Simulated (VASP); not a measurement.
# PbSe (Cmcm) in VASP: relaxation of cell and atoms with PBE+D3(BJ)

Aim: the relaxation of cell and atoms of PbSe with PBE+D3(BJ).

Everything below comes from runs of VASP 6.6.1. Logs are shortened: lines on timing, memory, paths and dates and some standing lists are left out, and cuts for length are marked.

## 1. The cell of the first run

Symmetry: Cmcm, No. 63, orthorhombic system. Conventional cell: a = 4.310 Å, b = 12.268 Å, c = 4.450 Å, α = 90.00°, β = 90.00°, γ = 90.00°. Pb (site symmetry m2m) has 5 Se at 2.82 to 3.10 Å within 3.7 Å. Within 3.7 Å of Se (site symmetry m2m) lie 5 Pb at 2.82 to 3.10 Å.

## 2. Relaxation of cell and atoms, PBE+D3(BJ)

Input file INCAR:

```
  PREC = Accurate
  ENCUT = 600
  EDIFF = 1E-7
  ISMEAR = -1
  SIGMA = 0.02
  LREAL = False
  LASPH = True
  NELM = 80
  ALGO = Normal
  ISIF = 3
  LWAVE = False
  LCHARG = False
  GGA = PE
  IVDW = 12
  IBRION = 2
  NSW = 80
  EDIFFG = -0.005
```

Input file KPOINTS:

```
regular mesh
0
Gamma
  6 6 6
```

Input file POSCAR:

```
PbSe
1.0
    2.1548765900     -6.1339473500      0.0000000000
    2.1548765900      6.1339473500      0.0000000000
    0.0000000000      0.0000000000      4.4504935700
Pb Se
2 2
Direct
    0.6317607300      0.3682392700      0.7500000000
    0.3682392700      0.6317607300      0.2500000000
    0.8612899600      0.1387100400      0.7500000000
    0.1387100400      0.8612899600      0.2500000000
```

Potentials or basis: VASP PAW PBE potentials, release 64 (Pb_d, Se).

On the command line:

```sh
> cat potpaw_PBE.64/Pb_d/POTCAR potpaw_PBE.64/Se/POTCAR > POTCAR
> mpirun -np 1 vasp_std > vasp.out
```

OUTCAR:

```text
PREC = Accurate
   ENCUT = 600
   EDIFF = 1E-7
   ISMEAR = -1
   LREAL = False
   LASPH = True
   NELM = 80
   ISIF = 3
   GGA = PE
   IVDW = 12
   IBRION = 2
   NSW = 80
   EDIFFG = -0.005
 IVDW          = 12

 ion  position               nearest neighbor table
   1  0.632  0.368  0.750-   3 2.82   4 3.10   4 3.10   4 3.10   4 3.10   2 3.92   2 3.92
   2  0.368  0.632  0.250-   4 2.82   3 3.10   3 3.10   3 3.10   3 3.10   1 3.92   1 3.92
   3  0.861  0.139  0.750-   1 2.82   2 3.10   2 3.10   2 3.10   2 3.10
   4  0.139  0.861  0.250-   2 2.82   1 3.10   1 3.10   1 3.10   1 3.10

  LATTYP: Found a base centered orthorhombic cell.
 ALAT       =     4.3097531800
 B/A-ratio  =     2.8465422932
 C/A-ratio  =     1.0326562530

  Lattice vectors:

 A1 = (   2.1548765900,  -6.1339473500,   0.0000000000)
 A2 = (   2.1548765900,   6.1339473500,   0.0000000000)
 A3 = (   0.0000000000,   0.0000000000,   4.4504935700)

Analysis of symmetry for initial positions (statically):
=====================================================================
 Subroutine PRICEL returns:
 Original cell was already a primitive cell.

 Routine SETGRP: Setting up the symmetry group for a
 base centered orthorhombic supercell.

 Subroutine GETGRP returns: Found  8 space group operations
 (whereof  4 operations were pure point group operations)
 out of a pool of  8 trial point group operations.

The static configuration has the point symmetry C_2h.
 The point group associated with its full space group is D_2h.

Analysis of symmetry for dynamics (positions and initial velocities):
=====================================================================
 Subroutine PRICEL returns:
 Original cell was already a primitive cell.

 Routine SETGRP: Setting up the symmetry group for a
 base centered orthorhombic supercell.

 Subroutine GETGRP returns: Found  8 space group operations
 (whereof  4 operations were pure point group operations)
 out of a pool of  8 trial point group operations.

The dynamic configuration has the point symmetry C_2h.
 The point group associated with its full space group is D_2h.

 Subroutine INISYM returns: Found  8 space group operations
 (whereof  4 operations are pure point group operations),
 and found     1 'primitive' translations

----------------------------------------------------------------------------------------

                                     Primitive cell

  volume of cell :     117.6524

  direct lattice vectors                    reciprocal lattice vectors
     2.154876590 -6.133947350  0.000000000     0.232031849 -0.081513579  0.000000000
     2.154876590  6.133947350  0.000000000     0.232031849  0.081513579  0.000000000
     0.000000000  0.000000000  4.450493570     0.000000000  0.000000000  0.224694179

  length of vectors
     6.501446240  6.501446240  4.450493570     0.245933411  0.245933411  0.224694179

  position of ions in fractional coordinates (direct lattice)
     0.631760730  0.368239270  0.750000000
     0.368239270  0.631760730  0.250000000
     0.861289960  0.138710040  0.750000000
     0.138710040  0.861289960  0.250000000

  ion indices of the primitive-cell ions
   primitive index   ion index
                 1           1
                 2           2
                 3           3
                 4           4

----------------------------------------------------------------------------------------

 KPOINTS: regular mesh

Automatic generation of k-mesh.
 Grid dimensions read from file:
 generate k-points for:    6    6    6

 Generating k-lattice:

  Cartesian coordinates                     Fractional coordinates (reciprocal lattice)
     0.038671975 -0.013585596  0.000000000     0.166666667  0.000000000  0.000000000
     0.038671975  0.013585596  0.000000000     0.000000000  0.166666667  0.000000000
     0.000000000  0.000000000  0.037449030     0.000000000  0.000000000  0.166666667

  Length of vectors
     0.040988902  0.040988902  0.037449030

  Shift w.r.t. Gamma in fractional coordinates (k-lattice)
     0.000000000  0.000000000  0.000000000

 Subroutine IBZKPT returns following result:
 ===========================================

 Found     52 irreducible k-points:

 Following reciprocal coordinates:
            Coordinates               Weight
  0.000000  0.000000  0.000000      1.000000
  0.166667 -0.000000  0.000000      4.000000
  0.333333 -0.000000  0.000000      4.000000
  0.500000 -0.000000  0.000000      2.000000
  0.166667  0.166667  0.000000      2.000000
  0.333333  0.166667  0.000000      4.000000
[... 16 lines left out ...]
  0.333333  0.333333  0.166667      4.000000
  0.500000  0.333333  0.166667      8.000000
 [... further k-points ...]
   k-points           NKPTS =     52   k-points in BZ     NKDIM =     52   number of bands    NBANDS=     24
   number of dos      NEDOS =    301   number of ions     NIONS =      4
   total plane-waves  NPLWV = 104976
   dimension x,y,z NGX =    54 NGY =   54 NGZ =   36
   dimension x,y,z NGXF=   108 NGYF=  108 NGZF=   72
   ions per type =               2   2
   NGX,Y,Z   is equivalent  to a cutoff of  13.81, 13.81, 13.45 a.u.
   NGXF,Y,Z  is equivalent  to a cutoff of  27.62, 27.62, 26.90 a.u.
 SYSTEM =  unknown system
   PREC   = accura    normal or accurate (medium, high low for compatibility)
   ISTART =      0    job   : 0-new  1-cont  2-samecut
   ICHARG =      2    charge: 1-file 2-atom 10-const
   ISPIN  =      1    spin polarized calculation?
   LNONCOLLINEAR =      F non collinear calculations
   LSORBIT =      F    spin-orbit coupling
   LASPH  =      T    aspherical Exc in radial PAW
   ENCUT  =  600.0 eV  44.10 Ry    6.64 a.u.  12.99 12.99  8.89*2*pi/ulx,y,z
   NELM   =     80;   NELMIN=  2; NELMDL= -5     # of ELM steps
   EDIFF  = 0.1E-06   stopping-criterion for ELM
   LREAL  =      F    real-space projection
   EDIFFG = -.5E-02   stopping-criterion for IOM
   NSW    =     80    number of steps for IOM
   IBRION =      2    ionic relax: 0-MD 1-quasi-New 2-CG
   NFREE  =      1    steps in history (QN), initial steepest desc. (CG)
   ISIF   =      3    stress and relaxation
   ISYM   =      2    0-nonsym 1-usesym 2-fastsym
   POTIM  = 0.5000    time-step for ionic-motion
   TEBEG  =    0.0;   TEEND  =   0.0 temperature during run
   PSTRESS=    0.0 pullay stress
   NELECT =      40.0000    total number of electrons
   NUPDOWN=      -1.0000    fix difference up-down
   EMIN   =  10.00;   EMAX   =-10.00  energy-range for DOS
   EFERMI =   0.00;   METHOD = LEGACY
   ISMEAR =    -1;   SIGMA  =   0.02  broadening in eV -4-tet -1-fermi 0-gaus
   EFERMI_NEDOS =   21; number of points for ismear=-14 and -15
   IALGO  =     38    algorithm
   IMIX   =      4    mixing-type and parameters
     AMIX     =   0.40;   BMIX     =  1.00
     AMIX_MAG =   1.60;   BMIX_MAG =  1.00
  volume/ion in A,a.u.               =      29.41       198.49
  Fermi-wavevector in a.u.,A,eV,Ry     =   1.142601  2.159203 17.762912  1.305537
  Thomas-Fermi vector in A             =   2.279299
   LORBIT       =      0    0 simple, 1 ext, 2 COOP (PROOUT), +10 PAW based schemes
   GGA     = PE    functional components
   LHFCALC =     F    Hartree Fock is set to
   AEXX    =    0.0000 exact exchange contribution
   IVDW    =    12    specifies the selected vdW correction
   LEPSILON=     F    determine dielectric tensor
   LRPA    =     F    only Hartree local field effects (RPA)
 conjugate gradient relaxation of ions
 non-spin polarized calculation
  energy-cutoff  :      600.00
  volume of cell :      117.65
 maximum number of plane-waves:      3958
 NGX is ok and might be reduce to    54
   NGX = 25   NGY = 25   NGZ = 17

--------------------------------------- Ionic step        1  -------------------------------------------

 number of electron      39.9999996 magnetization

 Free energy of the ion-electron system (eV)
  ---------------------------------------------------
  ext. energy  EPLUGINS =         0.00000000
  ---------------------------------------------------
  free energy    TOTEN  =       -16.19037459 eV

  energy without entropy =      -16.19037459  energy(sigma->0) =      -16.19037459

 E-fermi :   4.6464     XC(G=0):  -9.4248

 val. band max:        4.2292040215   @ k =   0.0000   0.0000   0.5000
 cond. band min:       5.3716719496   @ k =   0.3333   0.3333   0.1667
 fundamental gap:      1.1424679280
 Fermi energy:         4.6463509226

 k-point     1 :       0.0000    0.0000    0.0000
  band No.  band energies     occupation
      1     -12.2075      2.00000
      2     -12.1268      2.00000
      3     -12.1205      2.00000
      4     -12.1190      2.00000
      5     -12.0977      2.00000
      6     -12.0927      2.00000
[... 637 lines left out ...]
     23       7.7652      0.00000
     24       8.2624      0.00000

 [... further k-points ...]

------------------------ aborting loop because EDIFF is reached ----------------------------------------

 Edisp (eV)   -1.44063

 E8    (eV) :    -0.6734

  FORCE on cell =-STRESS in cart. coord.  units (eV):
  Direction    XX          YY          ZZ          XY          YZ          ZX
  --------------------------------------------------------------------------------------
  -------------------------------------------------------------------------------------
  Total      -0.74771    -0.52637    -0.73642     0.00000     0.00000     0.00000
  in kB     -10.18218    -7.16800   -10.02848     0.00000     0.00000     0.00000
  external pressure =       -9.13 kB  Pullay stress =        0.00 kB
[... 103 lines left out ...]
  FREE ENERGIE OF THE ION-ELECTRON SYSTEM (eV)
  ---------------------------------------------------
  free  energy   TOTEN  =       -17.6417662490 eV

  energy  without entropy=      -17.6417662490  energy(sigma->0) =      -17.64176625

[... ionic steps 4 to 14 ...]

--------------------------------------- Ionic step       15  -------------------------------------------

 number of electron      39.9999997 magnetization

------------------------ aborting loop because EDIFF is reached ----------------------------------------

 Edisp (eV)   -1.50913

 E8    (eV) :    -0.7046
[... 73 lines left out ...]
  energy  without entropy=      -17.6610820070  energy(sigma->0) =      -17.66108201

--------------------------------------- Ionic step       17  -------------------------------------------

 number of electron      39.9999997 magnetization

 Free energy of the ion-electron system (eV)
  ---------------------------------------------------
  ext. energy  EPLUGINS =         0.00000000
  ---------------------------------------------------
  free energy    TOTEN  =       -16.15182849 eV

  energy without entropy =      -16.15182849  energy(sigma->0) =      -16.15182849

 E-fermi :   5.2208     XC(G=0):  -9.6716

 val. band max:        4.7897202286   @ k =   0.0000   0.0000   0.5000
 cond. band min:       5.7690740141   @ k =   0.3333   0.3333   0.1667
 fundamental gap:      0.9793537856
 Fermi energy:         5.2208351015

 k-point     1 :       0.0000    0.0000    0.0000
  band No.  band energies     occupation
      1     -11.7760      2.00000
      2     -11.6957      2.00000
      3     -11.6927      2.00000
      4     -11.6743      2.00000
      5     -11.6498      2.00000
      6     -11.6475      2.00000
[... 637 lines left out ...]
     23       8.3196      0.00000
     24       8.6069      0.00000

 [... further k-points ...]

------------------------ aborting loop because EDIFF is reached ----------------------------------------

 Edisp (eV)   -1.50926

 E8    (eV) :    -0.7046

  FORCE on cell =-STRESS in cart. coord.  units (eV):
  Direction    XX          YY          ZZ          XY          YZ          ZX
  --------------------------------------------------------------------------------------
  -------------------------------------------------------------------------------------
  Total       0.00735     0.00279    -0.01250     0.00000    -0.00000     0.00000
  in kB       0.10489     0.03987    -0.17828     0.00000    -0.00000     0.00000
  external pressure =       -0.01 kB  Pullay stress =        0.00 kB
[... 19 lines left out ...]
  FREE ENERGIE OF THE ION-ELECTRON SYSTEM (eV)
  ---------------------------------------------------
  free  energy   TOTEN  =       -17.6610898506 eV

  energy  without entropy=      -17.6610898506  energy(sigma->0) =      -17.66108985

 reached required accuracy - stopping structural energy minimisation
```

Wall time 61 min (1 thread of Oxide Virtual Turin-like, shared host); peak memory 0.41 GiB.

What came out:

```yaml
Free_energy: -17.6611 eV
Relaxed_volume: 28.07 Å³/atom
Relaxed_cell: a = 6.307 Å, b = 6.307 Å, c = 4.452 Å, α = 90.00°, β = 90.00°, γ = 140.65°
Space_group_after_relaxing_to_0.1_Å: Cmcm (No. 63)
Energy_gained_by_relaxing: 7.5 meV/atom
Ionic_steps: 17
Pressure_after_relaxing: 0.0 GPa
Band_gap_on_the_k_mesh: 0.98 eV (least direct gap 1.16 eV)
Dispersion_energy_per_atom: -0.377 eV
```

Forces on the atoms (eV/Å):
```
Pb   0.000 -0.001  0.000
Pb   0.000  0.001  0.000
Se   0.000 -0.003  0.000
Se   0.000  0.003  0.000
```

The path:
| step | energy change (eV) | largest force (eV/Å) | pressure (GPa) | volume (Å³) |
| --- | --- | --- | --- | --- |
| 1 | 0.0000 | 0.1355 | -0.91 | 117.65 |
| 2 | -0.0107 | 0.1662 | 0.10 | 114.82 |
| 3 | -0.0108 | 0.1704 | 0.19 | 114.60 |
| 4 | -0.0168 | 0.1125 | 0.11 | 114.19 |
| 5 | -0.0241 | 0.0486 | -0.06 | 112.98 |
| 6 | -0.0284 | 0.0381 | -0.04 | 112.51 |
| 7 | -0.0295 | 0.0307 | -0.01 | 112.18 |
| 8 | -0.0295 | 0.0301 | -0.01 | 112.15 |
| 9 | -0.0297 | 0.0171 | 0.02 | 112.17 |
| 10 | -0.0300 | 0.0156 | 0.07 | 112.20 |
| 11 | -0.0300 | 0.0089 | -0.04 | 112.43 |
| 12 | -0.0300 | 0.0102 | -0.02 | 112.39 |
| 13 | -0.0300 | 0.0086 | -0.01 | 112.36 |
| 14 | -0.0300 | 0.0058 | 0.01 | 112.31 |
| 15 | -0.0301 | 0.0057 | 0.01 | 112.31 |
| 16 | -0.0301 | 0.0057 | 0.00 | 112.30 |
| 17 | -0.0301 | 0.0026 | 0.00 | 112.30 |

Final structure:
```
Pb Se
1.0
     2.12371   -5.93879    0.00000
     2.12371    5.93879    0.00000
     0.00000    0.00000    4.45186
Pb Se
2 2
Direct
  0.62758 0.37242 0.75000
  0.37242 0.62758 0.25000
  0.86655 0.13345 0.75000
  0.13345 0.86655 0.25000
```

Caveat: spin-orbit coupling is left out, which moves the levels of the heavy elements. A k mesh can miss the band edges.
